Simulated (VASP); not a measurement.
# Hf (P6_3/mmc) in VASP: a series of runs

The runs below take Hf through single point, with PBE.

Program: VASP 6.6.1. These are calculated values, not measurements. Logs are shortened: lines on timing, memory, paths and dates and some standing lists are left out, and cuts for length are marked.

## (1) The cell of the first run

The structure is hexagonal, space group P6_3/mmc (No. 194). Conventional cell: a = 3.197 Å, b = 3.197 Å, c = 5.058 Å, α = 90.00°, β = 90.00°, γ = 120.00°. Within 4.1 Å of Hf (site symmetry -6m2) lie 12 Hf at 3.13 to 3.20 Å.

## (2) Single point, PBE

File INCAR:

```
ALGO     = Fast           # electronic algorithm
EDIFF    = 1E-6           # SCF threshold, eV
ENCUT    = 520            # plane-wave cutoff, eV
GGA      = PE             # functional
ISIF     = 2              # what is computed and relaxed
ISMEAR   = 0              # smearing method
LASPH    = T              # aspherical terms in the spheres
LCHARG   = T              # write CHGCAR
LELF     = T              # ELF
LREAL    = F              # projectors in reciprocal space
LVHAR    = T            
LWAVE    = F              # write WAVECAR
NBANDS   = 17             # bands
NELM     = 100            # most SCF steps
PREC     = Accurate       # precision mode
SIGMA    = 0.15           # smearing width, eV
```

File KPOINTS:

```
k-points
0
Gamma
  18 18 10
```

File POSCAR:

```
Hf
1.0
    3.1966985242      0.0000000000      0.0000000000
   -1.5983492621      2.7684221302      0.0000000000
    0.0000000000      0.0000000000      5.0578000000
Hf
2
Direct
    0.3333333333      0.6666666667      0.2500000000
    0.6666666667      0.3333333333      0.7500000000
```

Potentials or basis: VASP PAW PBE potentials, release 64 (Hf_pv).

Run with:

```sh
> cat potpaw_PBE.64/Hf_pv/POTCAR > POTCAR
> mpirun -np 1 vasp_std > vasp.out
```

OUTCAR:

```text
EDIFF = 1E-6
   ENCUT = 520
   GGA = PE
   ISIF = 2
   ISMEAR = 0
   LASPH = T
   LREAL = F
   NELM = 100
   PREC = Accurate

 ion  position               nearest neighbor table
   1  0.333  0.667  0.250-   2 3.13   2 3.13   2 3.13   2 3.13   2 3.13   2 3.13
   2  0.667  0.333  0.750-   1 3.13   1 3.13   1 3.13   1 3.13   1 3.13   1 3.13

  LATTYP: Found a hexagonal cell.
 ALAT       =     3.1966985242
 C/A-ratio  =     1.5821948681

  Lattice vectors:

 A1 = (   3.1966985242,   0.0000000000,   0.0000000000)
 A2 = (  -1.5983492621,   2.7684221302,   0.0000000000)
 A3 = (   0.0000000000,   0.0000000000,   5.0578000000)

Analysis of symmetry for initial positions (statically):
=====================================================================
 Subroutine PRICEL returns:
 Original cell was already a primitive cell.

 Routine SETGRP: Setting up the symmetry group for a
 hexagonal supercell.

 Subroutine GETGRP returns: Found 24 space group operations
 (whereof 12 operations were pure point group operations)
 out of a pool of 24 trial point group operations.

The static configuration has the point symmetry D_3d.
 The point group associated with its full space group is D_6h.

Analysis of symmetry for dynamics (positions and initial velocities):
=====================================================================
 Subroutine PRICEL returns:
 Original cell was already a primitive cell.

 Routine SETGRP: Setting up the symmetry group for a
 hexagonal supercell.

 Subroutine GETGRP returns: Found 24 space group operations
 (whereof 12 operations were pure point group operations)
 out of a pool of 24 trial point group operations.

The dynamic configuration has the point symmetry D_3d.
 The point group associated with its full space group is D_6h.

 Subroutine INISYM returns: Found 24 space group operations
 (whereof 12 operations are pure point group operations),
 and found     1 'primitive' translations

----------------------------------------------------------------------------------------

                                     Primitive cell

  volume of cell :      44.7606

  direct lattice vectors                    reciprocal lattice vectors
     3.196698524  0.000000000  0.000000000     0.312822743  0.180608295  0.000000000
    -1.598349262  2.768422130  0.000000000     0.000000000  0.361216589  0.000000000
     0.000000000  0.000000000  5.057800000     0.000000000  0.000000000  0.197714421

  length of vectors
     3.196698524  3.196698524  5.057800000     0.361216589  0.361216589  0.197714421

  position of ions in fractional coordinates (direct lattice)
     0.333333333  0.666666667  0.250000000
     0.666666667  0.333333333  0.750000000

  ion indices of the primitive-cell ions
   primitive index   ion index
                 1           1
                 2           2

----------------------------------------------------------------------------------------

 KPOINTS: k-points

Automatic generation of k-mesh.
 Grid dimensions read from file:
 generate k-points for:   18   18   10

 Generating k-lattice:

  Cartesian coordinates                     Fractional coordinates (reciprocal lattice)
     0.017379041  0.010033794  0.000000000     0.055555556  0.000000000  0.000000000
     0.000000000  0.020067588  0.000000000     0.000000000  0.055555556  0.000000000
     0.000000000  0.000000000  0.019771442     0.000000000  0.000000000  0.100000000

  Length of vectors
     0.020067588  0.020067588  0.019771442

  Shift w.r.t. Gamma in fractional coordinates (k-lattice)
     0.000000000  0.000000000  0.000000000

 Subroutine IBZKPT returns following result:
 ===========================================

 Found    222 irreducible k-points:

 Following reciprocal coordinates:
            Coordinates               Weight
  0.000000  0.000000  0.000000      1.000000
  0.055556  0.000000  0.000000      6.000000
  0.111111  0.000000  0.000000      6.000000
  0.166667  0.000000  0.000000      6.000000
  0.222222 -0.000000  0.000000      6.000000
  0.277778 -0.000000  0.000000      6.000000
[... 16 lines left out ...]
  0.333333  0.111111  0.000000     12.000000
  0.388889  0.111111  0.000000     12.000000
 [... further k-points ...]
   k-points           NKPTS =    222   k-points in BZ     NKDIM =    222   number of bands    NBANDS=     17
   number of dos      NEDOS =    301   number of ions     NIONS =      2
   total plane-waves  NPLWV =  23040
   dimension x,y,z NGX =    24 NGY =   24 NGZ =   40
   dimension x,y,z NGXF=    48 NGYF=   48 NGZF=   80
   ions per type =               2
   NGX,Y,Z   is equivalent  to a cutoff of  12.48, 12.48, 13.15 a.u.
   NGXF,Y,Z  is equivalent  to a cutoff of  24.96, 24.96, 26.30 a.u.
 SYSTEM =  unknown system
   PREC   = accura    normal or accurate (medium, high low for compatibility)
   ISTART =      0    job   : 0-new  1-cont  2-samecut
   ICHARG =      2    charge: 1-file 2-atom 10-const
   ISPIN  =      1    spin polarized calculation?
   LNONCOLLINEAR =      F non collinear calculations
   LSORBIT =      F    spin-orbit coupling
   LASPH  =      T    aspherical Exc in radial PAW
   ENCUT  =  520.0 eV  38.22 Ry    6.18 a.u.   5.94  5.94  9.40*2*pi/ulx,y,z
   NELM   =    100;   NELMIN=  2; NELMDL= -5     # of ELM steps
   EDIFF  = 0.1E-05   stopping-criterion for ELM
   LREAL  =      F    real-space projection
   EDIFFG = 0.1E-04   stopping-criterion for IOM
   NSW    =      0    number of steps for IOM
   IBRION =     -1    ionic relax: 0-MD 1-quasi-New 2-CG
   NFREE  =      0    steps in history (QN), initial steepest desc. (CG)
   ISIF   =      2    stress and relaxation
   ISYM   =      2    0-nonsym 1-usesym 2-fastsym
   POTIM  = 0.5000    time-step for ionic-motion
   TEBEG  =    0.0;   TEEND  =   0.0 temperature during run
   PSTRESS=    0.0 pullay stress
   NELECT =      20.0000    total number of electrons
   NUPDOWN=      -1.0000    fix difference up-down
   EMIN   =  10.00;   EMAX   =-10.00  energy-range for DOS
   EFERMI =   0.00;   METHOD = LEGACY
   ISMEAR =     0;   SIGMA  =   0.15  broadening in eV -4-tet -1-fermi 0-gaus
   EFERMI_NEDOS =   21; number of points for ismear=-14 and -15
   IALGO  =     68    algorithm
   IMIX   =      4    mixing-type and parameters
     AMIX     =   0.40;   BMIX     =  1.00
     AMIX_MAG =   1.60;   BMIX_MAG =  1.00
  volume/ion in A,a.u.               =      22.38       151.03
  Fermi-wavevector in a.u.,A,eV,Ry     =   1.251564  2.365112 21.312324  1.566412
  Thomas-Fermi vector in A             =   2.385505
   LORBIT       =      0    0 simple, 1 ext, 2 COOP (PROOUT), +10 PAW based schemes
   GGA     = PE    functional components
   LHFCALC =     F    Hartree Fock is set to
   AEXX    =    0.0000 exact exchange contribution
   IVDW    =     0    specifies the selected vdW correction
   LEPSILON=     F    determine dielectric tensor
   LRPA    =     F    only Hartree local field effects (RPA)
 non-spin polarized calculation
 RMM-DIIS sequential band-by-band and
 Gauss-broadening in eV      SIGMA  =   0.15
  energy-cutoff  :      520.00
  volume of cell :       44.76
 maximum number of plane-waves:      1236
 NGX is ok and might be reduce to    24
   NGX = 11   NGY = 11   NGZ = 19

 number of electron      20.0000004 magnetization

 Free energy of the ion-electron system (eV)
  ---------------------------------------------------
  ext. energy  EPLUGINS =         0.00000000
  ---------------------------------------------------
  free energy    TOTEN  =       -19.85857626 eV

  energy without entropy =      -19.84192193  energy(sigma->0) =      -19.85024910

 E-fermi :   4.9199     XC(G=0): -11.2814

 val. band max:        4.9197096564   @ k =   0.2222   0.2222   0.5000
 cond. band min:       4.9218607986   @ k =   0.1667   0.0000   0.1000
 fundamental gap:      0.0021511422
 Fermi energy:         4.9198916319

 k-point     1 :       0.0000    0.0000    0.0000
  band No.  band energies     occupation
      1     -26.1590      2.00000
      2     -25.4166      2.00000
      3     -25.4166      2.00000
      4     -25.2934      2.00000
      5     -25.2891      2.00000
      6     -25.2891      2.00000
[... 9 lines left out ...]
     16       7.5536      0.00000
     17      10.2478      0.00000

 k-point     2 :       0.0556    0.0000    0.0000
  band No.  band energies     occupation
      1     -26.1510      2.00000
      2     -25.4338      2.00000
      3     -25.4224      2.00000
      4     -25.3072      2.00000
      5     -25.2971      2.00000
      6     -25.2913      2.00000
[... 9 lines left out ...]
     16       7.4614      0.00000
     17      10.4876      0.00000

 k-point     3 :       0.1111    0.0000    0.0000
  band No.  band energies     occupation
      1     -26.1275      2.00000
      2     -25.4832      2.00000
      3     -25.4388      2.00000
      4     -25.3590      2.00000
      5     -25.3081      2.00000
      6     -25.2981      2.00000
[... 9 lines left out ...]
     16       7.2492      0.00000
     17      10.5115      0.00000

 k-point     4 :       0.1667    0.0000    0.0000
  band No.  band energies     occupation
      1     -26.0898      2.00000
      2     -25.5590      2.00000
      3     -25.4633      2.00000
      4     -25.4364      2.00000
      5     -25.3266      2.00000
      6     -25.3091      2.00000
[... 9 lines left out ...]
     16       7.6525      0.00000
     17      10.7366      0.00000

 k-point     5 :       0.2222   -0.0000    0.0000
  band No.  band energies     occupation
      1     -26.0403      2.00000
      2     -25.6520      2.00000
      3     -25.5287      2.00000
      4     -25.4924      2.00000
      5     -25.3523      2.00000
      6     -25.3233      2.00000
[... 9 lines left out ...]
     16       8.1943      0.00000
     17      10.9482      0.00000

 k-point     6 :       0.2778   -0.0000    0.0000
  band No.  band energies     occupation
      1     -25.9823      2.00000
      2     -25.7509      2.00000
      3     -25.6236      2.00000
      4     -25.5225      2.00000
      5     -25.3850      2.00000
      6     -25.3390      2.00000
[... 9 lines left out ...]
     16       8.8463      0.00000
     17      11.1189      0.00000

 k-point     7 :       0.3333    0.0000    0.0000
  band No.  band energies     occupation
      1     -25.9203      2.00000
      2     -25.8435      2.00000
      3     -25.7102      2.00000
      4     -25.5502      2.00000
      5     -25.4232      2.00000
      6     -25.3543      2.00000
[... 9 lines left out ...]
     16       9.5636      0.00000
     17      11.2420      0.00000

 k-point     8 :       0.3889   -0.0000    0.0000
  band No.  band energies     occupation
      1     -25.9187      2.00000
      2     -25.8604      2.00000
      3     -25.7791      2.00000
      4     -25.5723      2.00000
      5     -25.4636      2.00000
      6     -25.3669      2.00000
[... 9 lines left out ...]
     16      10.2829      0.00000
     17      11.3217      0.00000
[... 203 lines left out ...]
      1     -26.0680      2.00000
      2     -25.5817      2.00000
      3     -25.5310      2.00000
      4     -25.4305      2.00000
      5     -25.3377      2.00000
      6     -25.3284      2.00000
[... 9 lines left out ...]
     16       8.0252      0.00000
     17      10.7328      0.00000

 k-point    20 :       0.1667    0.1111    0.0000
  band No.  band energies     occupation
      1     -26.0199      2.00000
      2     -25.6574      2.00000
      3     -25.6055      2.00000
      4     -25.4716      2.00000
      5     -25.3635      2.00000
      6     -25.3511      2.00000
[... 9 lines left out ...]
     16       8.6457      0.00000
     17      10.8541      0.00000

 k-point    21 :       0.2222    0.1111    0.0000
  band No.  band energies     occupation
      1     -25.9633      2.00000
      2     -25.7469      2.00000
      3     -25.6731      2.00000
      4     -25.5176      2.00000
      5     -25.3963      2.00000
      6     -25.3732      2.00000
[... 9 lines left out ...]
     16       9.3661      0.00000
     17      10.9639      0.00000

 k-point    22 :       0.2778    0.1111    0.0000
  band No.  band energies     occupation
      1     -25.9024      2.00000
      2     -25.8334      2.00000
      3     -25.7320      2.00000
      4     -25.5614      2.00000
      5     -25.4348      2.00000
      6     -25.3930      2.00000
[... 9 lines left out ...]
     16      10.1496      0.00000
     17      11.0475      0.00000

 k-point    23 :       0.3333    0.1111    0.0000
  band No.  band energies     occupation
      1     -25.9038      2.00000
      2     -25.8430      2.00000
      3     -25.7791      2.00000
      4     -25.5967      2.00000
      5     -25.4758      2.00000
      6     -25.4090      2.00000
[... 9 lines left out ...]
     16      10.9478      0.00000
     17      11.1022      0.00000

 k-point    24 :       0.3889    0.1111    0.0000
  band No.  band energies     occupation
      1     -25.9494      2.00000
      2     -25.8097      2.00000
      3     -25.7948      2.00000
      4     -25.6195      2.00000
      5     -25.5120      2.00000
      6     -25.4193      2.00000
[... 9 lines left out ...]
     16      11.1317      0.00000
     17      11.6503      0.00000

 [... further k-points ...]

------------------------ aborting loop because EDIFF is reached ----------------------------------------

  FORCE on cell =-STRESS in cart. coord.  units (eV):
  Direction    XX          YY          ZZ          XY          YZ          ZX
  --------------------------------------------------------------------------------------
  -------------------------------------------------------------------------------------
  Total        0.1046530      0.1046530      0.0643448     -0.0000000      0.0000000      0.0000000
  in kB        3.7459892      3.7459892      2.3031827     -0.0000000      0.0000000      0.0000000
  external PRESSURE =       3.2650537 kB  Pullay stress =       0.0000000 kB

 VOLUME and BASIS-vectors are now :
 -----------------------------------------------------------------------------
  energy-cutoff  :      520.00
  volume of cell :       44.76
      direct lattice vectors                 reciprocal lattice vectors
     3.196698524  0.000000000  0.000000000     0.312822743  0.180608295  0.000000000
    -1.598349262  2.768422130  0.000000000     0.000000000  0.361216589  0.000000000
     0.000000000  0.000000000  5.057800000     0.000000000  0.000000000  0.197714421

 POSITION                                       TOTAL-FORCE (eV/Angst)
 -----------------------------------------------------------------------------------
     -0.00000      1.84561      1.26445        -0.000000     -0.000000      0.000000
      1.59835      0.92281      3.79335         0.000000      0.000000      0.000000
 -----------------------------------------------------------------------------------
    total drift:                               -0.000000      0.000000     -0.000000

  FREE ENERGIE OF THE ION-ELECTRON SYSTEM (eV)
  ---------------------------------------------------
  free  energy   TOTEN  =       -19.8585762619 eV

  energy  without entropy=      -19.8419219330  energy(sigma->0) =      -19.85024910
```

It took 88 s on 1 thread of Intel Xeon Platinum 8488C (Sapphire Rapids), shared host; peak memory 0.26 GiB.

Results:

| Item | Value |
| --- | --- |
| Free energy | -19.8586 eV |
| Pressure | 0.3 GPa |
| Band gap on the k mesh | zero (band 10 reaches 6.10 eV, above the bottom of band 11 at 4.49 eV) |

Levels at points of the mesh, in eV from the Fermi level:
```tsv
k point	band 6	band 7	band 8	band 9	band 10	band 11	band 12	band 13	band 14	band 15
(0.00, 0.00, 0.00)	-30.21	-7.38	-3.71	0.64	1.18	1.18	1.45	2.00	2.00	2.63
(0.50, 0.00, 0.00)	-30.30	-3.36	-2.75	-2.23	-0.81	0.79	0.87	1.68	5.88	6.39
(0.00, 0.00, 0.50)	-30.27	-5.41	-5.41	0.14	0.14	1.07	1.07	1.07	1.07	4.79
(0.50, 0.00, 0.50)	-30.41	-3.41	-3.41	-0.99	-0.99	1.17	1.17	2.64	2.64	6.09
```

Caveat: spin-orbit coupling is left out, which moves the levels of the heavy elements.

(Continued in part 2 of 2.)
